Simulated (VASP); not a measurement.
# LiF (l.bB) (Fm-3m) in VASP: a series of runs

Runs on LiF (l.bB). Level: LDA. Tasks: single point, relaxation of cell and atoms.

Everything below comes from runs of VASP 6.6.1. Logs are shortened: lines on timing, memory, paths and dates and some standing lists are left out, and cuts for length are marked.

## (1) The cell of the first run

The structure is cubic, space group Fm-3m (No. 225). The conventional cell has a = 3.907 Å, b = 3.907 Å, c = 3.907 Å, α = 90.00°, β = 90.00°, γ = 90.00°. Li (site symmetry m-3m) has 6 F at 1.95 Å within 2.6 Å. F (site symmetry m-3m) has 6 Li at 1.95 Å within 2.6 Å.

## (2) Single point, LDA

File INCAR:

```
SYSTEM = LiF
ALGO = Normal
EDIFF = 1E-6
ENCUT = 750
GGA = CA
GGA_COMPAT = .FALSE.
ISIF = 2
ISMEAR = 0
LASPH = .TRUE.
LCHARG = .FALSE.
LREAL = .FALSE.
LWAVE = .FALSE.
NBANDS = 12
NELM = 120
PREC = Accurate
SIGMA = 0.02
```

File KPOINTS:

```
k-points
0
G
  10 10 10
  0 0 0
```

File POSCAR:

```
LiF
1.0
    0.0000000000      1.9537008236      1.9537008236
    1.9537008236      0.0000000000      1.9537008236
    1.9537008236      1.9537008236      0.0000000000
Li F
1 1
Direct
    0.0000000000      0.0000000000      0.0000000000
    0.5000000000      0.5000000000      0.5000000000
```

Potentials or basis: VASP PAW LDA potentials, release 64 (Li_sv, F).

Command:

```sh
$ cat potpaw_LDA.64/Li_sv/POTCAR potpaw_LDA.64/F/POTCAR > POTCAR
$ mpirun -np 1 vasp_std > vasp.out
```

OUTCAR:

```text
SYSTEM = LiF
   EDIFF = 1E-6
   ENCUT = 750
   GGA = CA
   ISIF = 2
   ISMEAR = 0
   LASPH = .TRUE.
   LREAL = .FALSE.
   NELM = 120
   PREC = Accurate

 ion  position               nearest neighbor table
   1  0.000  0.000  0.000-   2 1.95   2 1.95   2 1.95   2 1.95   2 1.95   2 1.95
   2  0.500  0.500  0.500-   1 1.95   1 1.95   1 1.95   1 1.95   1 1.95   1 1.95

  LATTYP: Found a face centered cubic cell.
 ALAT       =     3.9074016472

  Lattice vectors:

 A1 = (   0.0000000000,   1.9537008236,   1.9537008236)
 A2 = (   1.9537008236,   0.0000000000,   1.9537008236)
 A3 = (   1.9537008236,   1.9537008236,   0.0000000000)

Analysis of symmetry for initial positions (statically):
=====================================================================
 Subroutine PRICEL returns:
 Original cell was already a primitive cell.

 Routine SETGRP: Setting up the symmetry group for a
 face centered cubic supercell.

 Subroutine GETGRP returns: Found 48 space group operations
 (whereof 48 operations were pure point group operations)
 out of a pool of 48 trial point group operations.

The static configuration has the point symmetry O_h .

Analysis of symmetry for dynamics (positions and initial velocities):
=====================================================================
 Subroutine PRICEL returns:
 Original cell was already a primitive cell.

 Routine SETGRP: Setting up the symmetry group for a
 face centered cubic supercell.

 Subroutine GETGRP returns: Found 48 space group operations
 (whereof 48 operations were pure point group operations)
 out of a pool of 48 trial point group operations.

The dynamic configuration has the point symmetry O_h .

 Subroutine INISYM returns: Found 48 space group operations
 (whereof 48 operations are pure point group operations),
 and found     1 'primitive' translations

----------------------------------------------------------------------------------------

                                     Primitive cell

  volume of cell :      14.9143

  direct lattice vectors                    reciprocal lattice vectors
     0.000000000  1.953700824  1.953700824    -0.255924548  0.255924548  0.255924548
     1.953700824  0.000000000  1.953700824     0.255924548 -0.255924548  0.255924548
     1.953700824  1.953700824  0.000000000     0.255924548  0.255924548 -0.255924548

  length of vectors
     2.762950202  2.762950202  2.762950202     0.443274320  0.443274320  0.443274320

  position of ions in fractional coordinates (direct lattice)
     0.000000000  0.000000000  0.000000000
     0.500000000  0.500000000  0.500000000

  ion indices of the primitive-cell ions
   primitive index   ion index
                 1           1
                 2           2

----------------------------------------------------------------------------------------

 KPOINTS: k-points

Automatic generation of k-mesh.
 Grid dimensions read from file:
 generate k-points for:   10   10   10

 Generating k-lattice:

  Cartesian coordinates                     Fractional coordinates (reciprocal lattice)
    -0.025592455  0.025592455  0.025592455     0.100000000  0.000000000  0.000000000
     0.025592455 -0.025592455  0.025592455     0.000000000  0.100000000  0.000000000
     0.025592455  0.025592455 -0.025592455     0.000000000  0.000000000  0.100000000

  Length of vectors
     0.044327432  0.044327432  0.044327432

  Shift w.r.t. Gamma in fractional coordinates (k-lattice)
     0.000000000  0.000000000  0.000000000

 Subroutine IBZKPT returns following result:
 ===========================================

 Found     47 irreducible k-points:

 Following reciprocal coordinates:
            Coordinates               Weight
  0.000000  0.000000  0.000000      1.000000
  0.100000  0.000000  0.000000      8.000000
  0.200000  0.000000  0.000000      8.000000
  0.300000  0.000000  0.000000      8.000000
  0.400000  0.000000  0.000000      8.000000
  0.500000  0.000000  0.000000      4.000000
[... 16 lines left out ...]
  0.300000  0.300000  0.000000      6.000000
  0.400000  0.300000  0.000000     24.000000
 [... further k-points ...]
   k-points           NKPTS =     47   k-points in BZ     NKDIM =     47   number of bands    NBANDS=     12
   number of dos      NEDOS =    301   number of ions     NIONS =      2
   total plane-waves  NPLWV =  21952
   dimension x,y,z NGX =    28 NGY =   28 NGZ =   28
   dimension x,y,z NGXF=    56 NGYF=   56 NGZF=   56
   ions per type =               1   1
   NGX,Y,Z   is equivalent  to a cutoff of  16.85, 16.85, 16.85 a.u.
   NGXF,Y,Z  is equivalent  to a cutoff of  33.70, 33.70, 33.70 a.u.
 SYSTEM =  LiF
   PREC   = accura    normal or accurate (medium, high low for compatibility)
   ISTART =      0    job   : 0-new  1-cont  2-samecut
   ICHARG =      2    charge: 1-file 2-atom 10-const
   ISPIN  =      1    spin polarized calculation?
   LNONCOLLINEAR =      F non collinear calculations
   LSORBIT =      F    spin-orbit coupling
   LASPH  =      T    aspherical Exc in radial PAW
   ENCUT  =  750.0 eV  55.12 Ry    7.42 a.u.   6.17  6.17  6.17*2*pi/ulx,y,z
   NELM   =    120;   NELMIN=  2; NELMDL= -5     # of ELM steps
   EDIFF  = 0.1E-05   stopping-criterion for ELM
   LREAL  =      F    real-space projection
   EDIFFG = 0.1E-04   stopping-criterion for IOM
   NSW    =      0    number of steps for IOM
   IBRION =     -1    ionic relax: 0-MD 1-quasi-New 2-CG
   NFREE  =      0    steps in history (QN), initial steepest desc. (CG)
   ISIF   =      2    stress and relaxation
   ISYM   =      2    0-nonsym 1-usesym 2-fastsym
   POTIM  = 0.5000    time-step for ionic-motion
   TEBEG  =    0.0;   TEEND  =   0.0 temperature during run
   PSTRESS=    0.0 pullay stress
   NELECT =      10.0000    total number of electrons
   NUPDOWN=      -1.0000    fix difference up-down
   EMIN   =  10.00;   EMAX   =-10.00  energy-range for DOS
   EFERMI =   0.00;   METHOD = LEGACY
   ISMEAR =     0;   SIGMA  =   0.02  broadening in eV -4-tet -1-fermi 0-gaus
   EFERMI_NEDOS =   21; number of points for ismear=-14 and -15
   IALGO  =     38    algorithm
   IMIX   =      4    mixing-type and parameters
     AMIX     =   0.40;   BMIX     =  1.00
     AMIX_MAG =   1.60;   BMIX_MAG =  1.00
  volume/ion in A,a.u.               =       7.46        50.32
  Fermi-wavevector in a.u.,A,eV,Ry     =   1.432870  2.707732 27.934343  2.053116
  Thomas-Fermi vector in A             =   2.552450
   LORBIT       =      0    0 simple, 1 ext, 2 COOP (PROOUT), +10 PAW based schemes
   GGA     = CA    functional components
   LHFCALC =     F    Hartree Fock is set to
   AEXX    =    0.0000 exact exchange contribution
   IVDW    =     0    specifies the selected vdW correction
   LEPSILON=     F    determine dielectric tensor
   LRPA    =     F    only Hartree local field effects (RPA)
 non-spin polarized calculation
 Gauss-broadening in eV      SIGMA  =   0.02
  energy-cutoff  :      750.00
  volume of cell :       14.91
 maximum number of plane-waves:       725
 NGX is ok and might be reduce to    28
   NGX = 13   NGY = 13   NGZ = 13

 number of electron      10.0000000 magnetization

 number of electron       9.9999997 magnetization

 Free energy of the ion-electron system (eV)
  ---------------------------------------------------
  ext. energy  EPLUGINS =         0.00000000
  ---------------------------------------------------
  free energy    TOTEN  =       -10.50683166 eV

  energy without entropy =      -10.50683166  energy(sigma->0) =      -10.50683166

 E-fermi :  -0.5844     XC(G=0): -11.1312

 val. band max:       -0.7120670596   @ k =   0.0000   0.0000   0.0000
 cond. band min:       8.9801455173   @ k =   0.0000   0.0000   0.0000
 fundamental gap:      9.6922125769
 Fermi energy:        -0.5843871729

 k-point     1 :       0.0000    0.0000    0.0000
  band No.  band energies     occupation
      1     -40.2868      2.00000
      2     -20.5422      2.00000
      3      -0.7121      2.00000
      4      -0.7121      2.00000
      5      -0.7121      2.00000
      6       8.9801      0.00000
      7      23.9426      0.00000
      8      23.9426      0.00000
      9      23.9426      0.00000
     10      24.1041      0.00000
     11      24.1041      0.00000
     12      24.1041      0.00000

 k-point     2 :       0.1000    0.0000    0.0000
  band No.  band energies     occupation
      1     -40.2771      2.00000
      2     -20.4968      2.00000
      3      -1.0350      2.00000
      4      -0.7387      2.00000
      5      -0.7387      2.00000
      6       9.2606      0.00000
      7      20.9865      0.00000
      8      22.5351      0.00000
      9      22.5351      0.00000
     10      25.2580      0.00000
     11      25.2580      0.00000
     12      25.3908      0.00000

 k-point     3 :       0.2000    0.0000    0.0000
  band No.  band energies     occupation
      1     -40.2517      2.00000
      2     -20.3743      2.00000
      3      -1.8146      2.00000
      4      -0.8072      2.00000
      5      -0.8072      2.00000
      6       9.8437      0.00000
      7      18.4651      0.00000
      8      20.9289      0.00000
      9      20.9289      0.00000
     10      26.4656      0.00000
     11      26.6828      0.00000
     12      26.6828      0.00000

 k-point     4 :       0.3000    0.0000    0.0000
  band No.  band energies     occupation
      1     -40.2203      2.00000
      2     -20.2150      2.00000
      3      -2.6854      2.00000
      4      -0.8888      2.00000
      5      -0.8888      2.00000
      6      10.2248      0.00000
      7      17.1020      0.00000
      8      19.5840      0.00000
      9      19.5840      0.00000
     10      27.9616      0.00000
     11      28.5143      0.00000
     12      28.5143      0.00000

 k-point     5 :       0.4000    0.0000    0.0000
  band No.  band energies     occupation
      1     -40.1948      2.00000
      2     -20.0788      2.00000
      3      -3.3396      2.00000
      4      -0.9522      2.00000
      5      -0.9522      2.00000
      6      10.2187      0.00000
      7      16.7545      0.00000
      8      18.7157      0.00000
      9      18.7157      0.00000
     10      29.6951      0.00000
     11      30.4518      0.00000
     12      30.4518      0.00000
[... 228 lines left out ...]
      1     -40.1872      2.00000
      2     -19.9887      2.00000
      3      -2.9979      2.00000
      4      -2.0760      2.00000
      5      -0.9955      2.00000
      6      11.5342      0.00000
      7      15.5034      0.00000
      8      19.0048      0.00000
      9      19.3954      0.00000
     10      29.1778      0.00000
     11      29.1998      0.00000
     12      29.7959      0.00000

 k-point    22 :      -0.2000    0.2000    0.0000
  band No.  band energies     occupation
      1     -40.2104      2.00000
      2     -20.1388      2.00000
      3      -2.5206      2.00000
      4      -1.7440      2.00000
      5      -0.8369      2.00000
      6      10.9948      0.00000
      7      16.2063      0.00000
      8      19.5898      0.00000
      9      19.7376      0.00000
     10      27.2332      0.00000
     11      27.7431      0.00000
     12      30.5346      0.00000

 k-point    23 :       0.3000    0.3000    0.0000
  band No.  band energies     occupation
      1     -40.2019      2.00000
      2     -20.0298      2.00000
      3      -2.9037      2.00000
      4      -1.4959      2.00000
      5      -1.4959      2.00000
      6      12.1243      0.00000
      7      17.2931      0.00000
      8      18.8630      0.00000
      9      20.2396      0.00000
     10      20.2396      0.00000
     11      35.0611      0.00000
     12      35.6364      0.00000

 k-point    24 :       0.4000    0.3000    0.0000
  band No.  band energies     occupation
      1     -40.1832      2.00000
      2     -19.8884      2.00000
      3      -3.4050      2.00000
      4      -1.7429      2.00000
      5      -1.6110      2.00000
      6      12.9025      0.00000
      7      16.1964      0.00000
      8      18.4143      0.00000
      9      19.9843      0.00000
     10      21.0788      0.00000
     11      35.0260      0.00000
     12      35.4588      0.00000

 [... further k-points ...]

------------------------ aborting loop because EDIFF is reached ----------------------------------------

  FORCE on cell =-STRESS in cart. coord.  units (eV):
  Direction    XX          YY          ZZ          XY          YZ          ZX
  --------------------------------------------------------------------------------------
  -------------------------------------------------------------------------------------
  Total       -0.0396984     -0.0396984     -0.0396984      0.0000000      0.0000000     -0.0000000
  in kB       -4.2646118     -4.2646118     -4.2646118      0.0000000      0.0000000     -0.0000000
  external PRESSURE =      -4.2646118 kB  Pullay stress =       0.0000000 kB

 VOLUME and BASIS-vectors are now :
 -----------------------------------------------------------------------------
  energy-cutoff  :      750.00
  volume of cell :       14.91
      direct lattice vectors                 reciprocal lattice vectors
     0.000000000  1.953700824  1.953700824    -0.255924548  0.255924548  0.255924548
     1.953700824  0.000000000  1.953700824     0.255924548 -0.255924548  0.255924548
     1.953700824  1.953700824  0.000000000     0.255924548  0.255924548 -0.255924548

 POSITION                                       TOTAL-FORCE (eV/Angst)
 -----------------------------------------------------------------------------------
      0.00000      0.00000      0.00000         0.000000     -0.000000      0.000000
      1.95370      1.95370      1.95370        -0.000000      0.000000     -0.000000
 -----------------------------------------------------------------------------------
    total drift:                                0.000000      0.000000      0.000000

  FREE ENERGIE OF THE ION-ELECTRON SYSTEM (eV)
  ---------------------------------------------------
  free  energy   TOTEN  =       -10.5068316584 eV

  energy  without entropy=      -10.5068316584  energy(sigma->0) =      -10.50683166
```

Run time: 22 s. Hardware: 1 thread of Intel Xeon 8259CL, shared host; peak memory 0.14 GiB.

What came out:

```yaml
Free_energy: -10.5068 eV
Pressure: -0.4 GPa
Band_gap_on_the_k_mesh: 9.69 eV, direct
```

Levels at points of the mesh, in eV from the valence-band top:
```csv
k point,band 1,band 2,band 3,band 4,band 5,band 6,band 7,band 8,band 9,band 10
"(0.00, 0.00, 0.00)",-39.57,-19.83,0.00,0.00,0.00,9.69,24.65,24.65,24.65,24.82
"(0.50, 0.00, 0.00)",-39.47,-19.31,-2.87,-0.26,-0.26,10.86,17.47,19.13,19.13,31.54
"(0.50, 0.50, 0.00)",-39.45,-18.95,-3.54,-1.18,-1.18,15.29,16.45,18.26,20.84,20.84
```

A k mesh can miss the band edges.

## (3) Single point, LDA

File INCAR:

```
PREC = Accurate ; ENCUT = 750
EDIFF = 1E-6 ; ISMEAR = 0
SIGMA = 0.02 ; LREAL = False
LASPH = True ; NELM = 120
ALGO = Normal ; ISIF = 2
LWAVE = False ; LCHARG = False
GGA = CA ; NBANDS = 12
GGA_COMPAT = False
```

File KPOINTS:

```
Automatic mesh
0
Gamma
  10 10 10
```

POSCAR is that of step 2.

Potentials or basis: VASP PAW LDA potentials, release 64 (Li_sv, F).

Command:

```sh
$ cat potpaw_LDA.64/Li_sv/POTCAR potpaw_LDA.64/F/POTCAR > POTCAR
$ mpirun -np 1 vasp_std > vasp.out
```

It took 23 s on 1 thread of Intel Xeon 8259CL, shared host; peak memory 0.14 GiB.

Results (log left out):

* Free energy: -10.5068 eV
* Pressure: -0.4 GPa
* Band gap on the k mesh: 9.69 eV, direct

Levels at points of the mesh, in eV from the valence-band top:
| k point | band 1 | band 2 | band 3 | band 4 | band 5 | band 6 | band 7 | band 8 | band 9 | band 10 |
| --- | --- | --- | --- | --- | --- | --- | --- | --- | --- | --- |
| (0.00, 0.00, 0.00) | -39.57 | -19.83 | 0.00 | 0.00 | 0.00 | 9.69 | 24.65 | 24.65 | 24.65 | 24.82 |
| (0.50, 0.00, 0.00) | -39.47 | -19.31 | -2.87 | -0.26 | -0.26 | 10.86 | 17.47 | 19.13 | 19.13 | 31.54 |
| (0.50, 0.50, 0.00) | -39.45 | -18.95 | -3.54 | -1.18 | -1.18 | 15.29 | 16.45 | 18.26 | 20.84 | 20.84 |

A k mesh can miss the band edges.

## (4) Relaxation of cell and atoms, LDA

File INCAR:

```
SYSTEM = LiF
PREC = Accurate
ENCUT = 750
EDIFF = 1E-7
ISMEAR = 0
SIGMA = 0.02
LREAL = .False.
LASPH = .True.
NELM = 120
ALGO = Normal
ISIF = 3
LWAVE = .False.
LCHARG = .False.
IBRION = 2
NSW = 100
EDIFFG = -0.002
GGA_COMPAT = .False.
NELMIN = 4
```

File KPOINTS:

```
regular mesh
0
Gamma
  10 10 10
  0 0 0
```

POSCAR is that of step 3.

Command:

```sh
$ cat potpaw_LDA.64/Li_sv/POTCAR potpaw_LDA.64/F/POTCAR > POTCAR
$ mpirun -np 1 vasp_std > vasp.out
```

Run time: 50 s. Hardware: 1 thread of Intel Xeon 8259CL, shared host; peak memory 0.14 GiB.

The run converged. Its results:

| Quantity | Value |
| --- | --- |
| Free energy | -10.5069 eV |
| Relaxed volume | 7.42 Å³/atom |
| Relaxed cell | a = 2.758 Å, b = 2.758 Å, c = 2.758 Å, α = 60.00°, β = 60.00°, γ = 60.00° |
| Space group after relaxing (to 0.05 Å) | Fm-3m (No. 225) |
| Energy gained by relaxing | 0.0 meV/atom |
| Ionic steps | 4 |
| Pressure after relaxing | 0.0 GPa |
| Band gap on the k mesh | 9.74 eV, direct |

Final structure:
```xyz
2
Lattice="0.0000 1.9505 1.9505 1.9505 0.0000 1.9505 1.9505 1.9505 0.0000" Properties=species:S:1:pos:R:3 pbc="T T T"
Li    0.0000    0.0000    0.0000
F     1.9505    1.9505    1.9505
```

Levels at points of the mesh, in eV from the valence-band top:
```tsv
k point	band 2	band 3	band 4	band 5	band 6	band 7	band 8	band 9
(0.00, 0.00, 0.00)	-19.85	0.00	0.00	0.00	9.74	24.72	24.72	24.72
(0.50, 0.00, 0.00)	-19.32	-2.89	-0.27	-0.27	10.88	17.53	19.17	19.17
(0.50, 0.50, 0.00)	-18.95	-3.56	-1.19	-1.19	15.34	16.48	18.32	20.90
```

A k mesh can miss the band edges. Expect the measured gap to be larger: semilocal functionals such as LDA lack the derivative discontinuity.
